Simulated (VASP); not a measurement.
# CaC8 (P6/mmm) in VASP: notebook

CaC8 is run at these levels: PBE+D3(BJ); tasks: single point.

Program: VASP 6.6.1. These are calculated values, not measurements. Logs are shortened: lines on timing, memory, paths and dates and some standing lists are left out, and cuts for length are marked.

## (1) The cell of the first run

Symmetry: P6/mmm, No. 191, hexagonal system. Conventional cell: a = 4.999 Å, b = 4.999 Å, c = 4.368 Å, α = 90.00°, β = 90.00°, γ = 120.00°. Ca (site symmetry 6/mmm) has 24 C at 2.62 to 3.62 Å within 3.7 Å. Within 1.9 Å of C (site symmetry mm2) lie 3 C at 1.43 to 1.45 Å. Within 1.9 Å of C (site symmetry -6m2) lie 3 C at 1.43 Å.

## (2) Single point, PBE+D3(BJ)

Input file INCAR:

```
SYSTEM = CaC8
PREC     = Accurate       ! precision mode
ENCUT    = 520            ! plane-wave cutoff, eV
EDIFF    = 1E-6           ! SCF threshold, eV
ISMEAR   = 0              ! smearing method
SIGMA    = 0.1            ! smearing width, eV
LREAL    = .FALSE.        ! projectors in reciprocal space
LASPH    = .TRUE.         ! aspherical terms in the spheres
NELM     = 80             ! most SCF steps
ALGO     = Fast           ! electronic algorithm
ISIF     = 2              ! what is computed and relaxed
LWAVE    = .FALSE.        ! write WAVECAR
LCHARG   = .TRUE.         ! write CHGCAR
GGA      = PE             ! functional
IVDW     = 12             ! dispersion correction
LELF     = .TRUE.         ! ELF
LVHAR    = .TRUE.       
NBANDS   = 31             ! bands
```

Input file KPOINTS:

```
regular mesh
0
G
  6 6 4
  0 0 0
```

Input file POSCAR:

```
CaC8
1.0
    4.9987300000      0.0000000000      0.0000000000
   -2.4993650000      4.3290272000      0.0000000000
    0.0000000000      0.0000000000      4.3680331000
Ca C
1 8
Direct
    0.0000000000      0.0000000000      0.5000000000
    0.3355140000      0.1677570000      0.0000000000
    0.3333333000      0.6666667000      0.0000000000
    0.8322430000      0.1677570000      0.0000000000
    0.8322430000      0.6644860000      0.0000000000
    0.1677570000      0.3355140000      0.0000000000
    0.1677570000      0.8322430000      0.0000000000
    0.6666667000      0.3333333000      0.0000000000
    0.6644860000      0.8322430000      0.0000000000
```

Potentials or basis: VASP PAW PBE potentials, release 64 (Ca_sv, C).

Run with:

```
$ cat potpaw_PBE.64/Ca_sv/POTCAR potpaw_PBE.64/C/POTCAR > POTCAR
$ mpirun -np 1 vasp_std > vasp.out
```

OUTCAR:

```text
SYSTEM = CaC8
   PREC = Accurate
   ENCUT = 520
   EDIFF = 1E-6
   ISMEAR = 0
   LREAL = .FALSE.
   LASPH = .TRUE.
   NELM = 80
   ISIF = 2
   GGA = PE
   IVDW = 12
 IVDW          = 12

 ion  position               nearest neighbor table
   1  0.000  0.000  0.500-   2 2.62   4 2.62   7 2.62   9 2.62   2 2.62   4 2.62   7 2.62   9 2.62
                             5 2.62   6 2.62   5 2.62   6 2.62
   2  0.336  0.168  0.000-   8 1.43   6 1.45   7 1.45   1 2.62   1 2.62
   3  0.333  0.667  0.000-   7 1.43   9 1.43   6 1.43
   4  0.832  0.168  0.000-   8 1.43   6 1.45   9 1.45   1 2.62   1 2.62
   5  0.832  0.664  0.000-   8 1.43   7 1.45   9 1.45   1 2.62   1 2.62
   6  0.168  0.336  0.000-   3 1.43   2 1.45   4 1.45   1 2.62   1 2.62
   7  0.168  0.832  0.000-   3 1.43   5 1.45   2 1.45   1 2.62   1 2.62
   8  0.667  0.333  0.000-   4 1.43   2 1.43   5 1.43
   9  0.664  0.832  0.000-   3 1.43   5 1.45   4 1.45   1 2.62   1 2.62

  LATTYP: Found a hexagonal cell.
 ALAT       =     4.9987300000
 C/A-ratio  =     0.8738285725

  Lattice vectors:

 A1 = (   4.9987300000,   0.0000000000,   0.0000000000)
 A2 = (  -2.4993650000,   4.3290272000,   0.0000000000)
 A3 = (   0.0000000000,   0.0000000000,   4.3680331000)

Analysis of symmetry for initial positions (statically):
=====================================================================
 Subroutine PRICEL returns:
 Original cell was already a primitive cell.

 Routine SETGRP: Setting up the symmetry group for a
 hexagonal supercell.

 Subroutine GETGRP returns: Found 24 space group operations
 (whereof 24 operations were pure point group operations)
 out of a pool of 24 trial point group operations.

The static configuration has the point symmetry D_6h.

Analysis of symmetry for dynamics (positions and initial velocities):
=====================================================================
 Subroutine PRICEL returns:
 Original cell was already a primitive cell.

 Routine SETGRP: Setting up the symmetry group for a
 hexagonal supercell.

 Subroutine GETGRP returns: Found 24 space group operations
 (whereof 24 operations were pure point group operations)
 out of a pool of 24 trial point group operations.

The dynamic configuration has the point symmetry D_6h.

 Subroutine INISYM returns: Found 24 space group operations
 (whereof 24 operations are pure point group operations),
 and found     1 'primitive' translations

----------------------------------------------------------------------------------------

                                     Primitive cell

  volume of cell :      94.5227

  direct lattice vectors                    reciprocal lattice vectors
     4.998730000  0.000000000  0.000000000     0.200050813  0.115499390  0.000000000
    -2.499365000  4.329027200  0.000000000     0.000000000  0.230998780  0.000000000
     0.000000000  0.000000000  4.368033100     0.000000000  0.000000000  0.228935994

  length of vectors
     4.998730000  4.998730029  4.368033100     0.230998781  0.230998780  0.228935994

  position of ions in fractional coordinates (direct lattice)
     0.000000000  0.000000000  0.500000000
     0.335514000  0.167757000  0.000000000
     0.333333300  0.666666700  0.000000000
     0.832243000  0.167757000  0.000000000
     0.832243000  0.664486000  0.000000000
     0.167757000  0.335514000  0.000000000
     0.167757000  0.832243000  0.000000000
     0.666666700  0.333333300  0.000000000
     0.664486000  0.832243000  0.000000000

  ion indices of the primitive-cell ions
   primitive index   ion index
                 1           1
                 2           2
                 3           3
                 4           4
                 5           5
                 6           6
                 7           7
                 8           8
                 9           9

----------------------------------------------------------------------------------------

 KPOINTS: regular mesh

Automatic generation of k-mesh.
 Grid dimensions read from file:
 generate k-points for:    6    6    4

 Generating k-lattice:

  Cartesian coordinates                     Fractional coordinates (reciprocal lattice)
     0.033341802  0.019249898  0.000000000     0.166666667 -0.000000000  0.000000000
     0.000000000  0.038499797  0.000000000     0.000000000  0.166666667  0.000000000
     0.000000000  0.000000000  0.057233999     0.000000000  0.000000000  0.250000000

  Length of vectors
     0.038499797  0.038499797  0.057233999

  Shift w.r.t. Gamma in fractional coordinates (k-lattice)
     0.000000000  0.000000000  0.000000000

 Subroutine IBZKPT returns following result:
 ===========================================

 Found     21 irreducible k-points:

 Following reciprocal coordinates:
            Coordinates               Weight
  0.000000  0.000000  0.000000      1.000000
  0.166667 -0.000000  0.000000      6.000000
  0.333333 -0.000000  0.000000      6.000000
  0.500000 -0.000000  0.000000      3.000000
  0.166667  0.166667  0.000000      6.000000
  0.333333  0.166667  0.000000     12.000000
[... 13 lines left out ...]
  0.333333  0.166667  0.500000     12.000000
  0.333333  0.333333  0.500000      2.000000
   k-points           NKPTS =     21   k-points in BZ     NKDIM =     21   number of bands    NBANDS=     31
   number of dos      NEDOS =    301   number of ions     NIONS =      9
   total plane-waves  NPLWV =  51200
   dimension x,y,z NGX =    40 NGY =   40 NGZ =   32
   dimension x,y,z NGXF=    80 NGYF=   80 NGZF=   64
   ions per type =               1   8
   NGX,Y,Z   is equivalent  to a cutoff of  13.30, 13.30, 12.18 a.u.
   NGXF,Y,Z  is equivalent  to a cutoff of  26.61, 26.61, 24.36 a.u.
 SYSTEM =  CaC8
   PREC   = accura    normal or accurate (medium, high low for compatibility)
   ISTART =      0    job   : 0-new  1-cont  2-samecut
   ICHARG =      2    charge: 1-file 2-atom 10-const
   ISPIN  =      1    spin polarized calculation?
   LNONCOLLINEAR =      F non collinear calculations
   LSORBIT =      F    spin-orbit coupling
   LASPH  =      T    aspherical Exc in radial PAW
   ENCUT  =  520.0 eV  38.22 Ry    6.18 a.u.   9.29  9.29  8.12*2*pi/ulx,y,z
   NELM   =     80;   NELMIN=  2; NELMDL= -5     # of ELM steps
   EDIFF  = 0.1E-05   stopping-criterion for ELM
   LREAL  =      F    real-space projection
   EDIFFG = 0.1E-04   stopping-criterion for IOM
   NSW    =      0    number of steps for IOM
   IBRION =     -1    ionic relax: 0-MD 1-quasi-New 2-CG
   NFREE  =      0    steps in history (QN), initial steepest desc. (CG)
   ISIF   =      2    stress and relaxation
   ISYM   =      2    0-nonsym 1-usesym 2-fastsym
   POTIM  = 0.5000    time-step for ionic-motion
   TEBEG  =    0.0;   TEEND  =   0.0 temperature during run
   PSTRESS=    0.0 pullay stress
   NELECT =      42.0000    total number of electrons
   NUPDOWN=      -1.0000    fix difference up-down
   EMIN   =  10.00;   EMAX   =-10.00  energy-range for DOS
   EFERMI =   0.00;   METHOD = LEGACY
   ISMEAR =     0;   SIGMA  =   0.10  broadening in eV -4-tet -1-fermi 0-gaus
   EFERMI_NEDOS =   21; number of points for ismear=-14 and -15
   IALGO  =     68    algorithm
   IMIX   =      4    mixing-type and parameters
     AMIX     =   0.40;   BMIX     =  1.00
     AMIX_MAG =   1.60;   BMIX_MAG =  1.00
  volume/ion in A,a.u.               =      10.50        70.87
  Fermi-wavevector in a.u.,A,eV,Ry     =   1.249240  2.360722 21.233267  1.560601
  Thomas-Fermi vector in A             =   2.383290
   LORBIT       =      0    0 simple, 1 ext, 2 COOP (PROOUT), +10 PAW based schemes
   GGA     = PE    functional components
   LHFCALC =     F    Hartree Fock is set to
   AEXX    =    0.0000 exact exchange contribution
   IVDW    =    12    specifies the selected vdW correction
   LEPSILON=     F    determine dielectric tensor
   LRPA    =     F    only Hartree local field effects (RPA)
 non-spin polarized calculation
 RMM-DIIS sequential band-by-band and
 Gauss-broadening in eV      SIGMA  =   0.10
  energy-cutoff  :      520.00
  volume of cell :       94.52
 maximum number of plane-waves:      2568
 NGX is ok and might be reduce to    40
   NGX = 19   NGY = 19   NGZ = 17

 number of electron      42.0000007 magnetization

 Free energy of the ion-electron system (eV)
  ---------------------------------------------------
  ext. energy  EPLUGINS =         0.00000000
  ---------------------------------------------------
  free energy    TOTEN  =       -75.90651447 eV

  energy without entropy =      -75.89873225  energy(sigma->0) =      -75.90262336

 E-fermi :   6.0047     XC(G=0):  -9.9281

 val. band max:        5.9689036266   @ k =   0.5000  -0.0000   0.5000
 cond. band min:       6.0115426580   @ k =   0.1667  -0.0000   0.5000
 fundamental gap:      0.0426390313
 Fermi energy:         6.0046809964

 k-point     1 :       0.0000    0.0000    0.0000
  band No.  band energies     occupation
      1     -35.7886      2.00000
      2     -16.9750      2.00000
      3     -16.9019      2.00000
      4     -16.9019      2.00000
      5     -14.6148      2.00000
      6      -9.4550      2.00000
[... 23 lines left out ...]
     30      12.5944      0.00000
     31      12.7062      0.00000

 k-point     2 :       0.1667   -0.0000    0.0000
  band No.  band energies     occupation
      1     -35.7886      2.00000
      2     -16.9743      2.00000
      3     -16.9089      2.00000
      4     -16.9031      2.00000
      5     -14.4466      2.00000
      6     -10.6586      2.00000
[... 23 lines left out ...]
     30      12.6989      0.00000
     31      13.1325      0.00000

 k-point     3 :       0.3333   -0.0000    0.0000
  band No.  band energies     occupation
      1     -35.7884      2.00000
      2     -16.9729      2.00000
      3     -16.9221      2.00000
      4     -16.9055      2.00000
      5     -13.9527      2.00000
      6     -12.0220      2.00000
[... 601 lines left out ...]
     30      12.7005      0.00000
     31      13.2225      0.00000

 k-point    21 :       0.3333    0.3333    0.5000
  band No.  band energies     occupation
      1     -35.7848      2.00000
      2     -17.2714      2.00000
      3     -16.8800      2.00000
      4     -16.8800      2.00000
      5     -12.6042      2.00000
      6     -12.6042      2.00000
[... 23 lines left out ...]
     30      14.0086      0.00000
     31      14.3090      0.00000

------------------------ aborting loop because EDIFF is reached ----------------------------------------

 Edisp (eV)   -1.35585

 E8    (eV) :    -0.4734

  FORCE on cell =-STRESS in cart. coord.  units (eV):
  Direction    XX          YY          ZZ          XY          YZ          ZX
  --------------------------------------------------------------------------------------
  -------------------------------------------------------------------------------------
  Total      -0.19811    -0.19811     0.52596     0.00000     0.00000    -0.00000
  in kB      -3.35800    -3.35800     8.91511     0.00000     0.00000    -0.00000
  external pressure =        0.73 kB  Pullay stress =        0.00 kB

 VOLUME and BASIS-vectors are now :
 -----------------------------------------------------------------------------
  energy-cutoff  :      520.00
  volume of cell :       94.52
      direct lattice vectors                 reciprocal lattice vectors
     4.998730000  0.000000000  0.000000000     0.200050813  0.115499390  0.000000000
    -2.499365000  4.329027200  0.000000000     0.000000000  0.230998780  0.000000000
     0.000000000  0.000000000  4.368033100     0.000000000  0.000000000  0.228935994

 POSITION                                       TOTAL-FORCE (eV/Angst)
 -----------------------------------------------------------------------------------
      0.00000      0.00000      2.18402         0.000000      0.000000     -0.000000
      1.25786      0.72622      0.00000         0.007027      0.004057     -0.000000
     -0.00000      2.88602      0.00000         0.000000     -0.000000     -0.000000
      3.74087      0.72622      0.00000        -0.007027      0.004057     -0.000000
      2.49937      2.87658      0.00000         0.000000     -0.008114      0.000000
      0.00000      1.45245      0.00000        -0.000000      0.008114      0.000000
     -1.24151      3.60280      0.00000         0.007027     -0.004057     -0.000000
      2.49937      1.44301      0.00000        -0.000000      0.000000     -0.000000
      1.24151      3.60280      0.00000        -0.007027     -0.004057      0.000000
 -----------------------------------------------------------------------------------
    total drift:                               -0.000000      0.000000      0.000000

  FREE ENERGIE OF THE ION-ELECTRON SYSTEM (eV)
  ---------------------------------------------------
  free  energy   TOTEN  =       -77.2623629156 eV

  energy  without entropy=      -77.2545806963  energy(sigma->0) =      -77.25847181
```

Run time: 2.7 min. Hardware: 1 thread of Oxide Virtual Turin-like, shared host; peak memory 0.21 GiB.

Results:

- Free energy: -77.2624 eV
- Pressure: 0.1 GPa
- Largest force: 0.008 eV/Å
- Band gap on the k mesh: zero (bands 21 and 22 overlap by 1.65 eV)
- Dispersion energy per atom: -0.151 eV

Forces on the atoms (eV/Å):
```
Ca   0.000  0.000  0.000
C    0.007  0.004  0.000
C    0.000  0.000  0.000
C   -0.007  0.004  0.000
C    0.000 -0.008  0.000
C    0.000  0.008  0.000
C    0.007 -0.004  0.000
C    0.000  0.000  0.000
C   -0.007 -0.004  0.000
```

Stress tensor (GPa, compression positive):
```
-0.34  0.00  0.00
 0.00 -0.34  0.00
 0.00  0.00  0.89
```

(Continued in part 2 of 2.)

The gap in the log of VASP goes by the Fermi energy; the results here count the filled bands.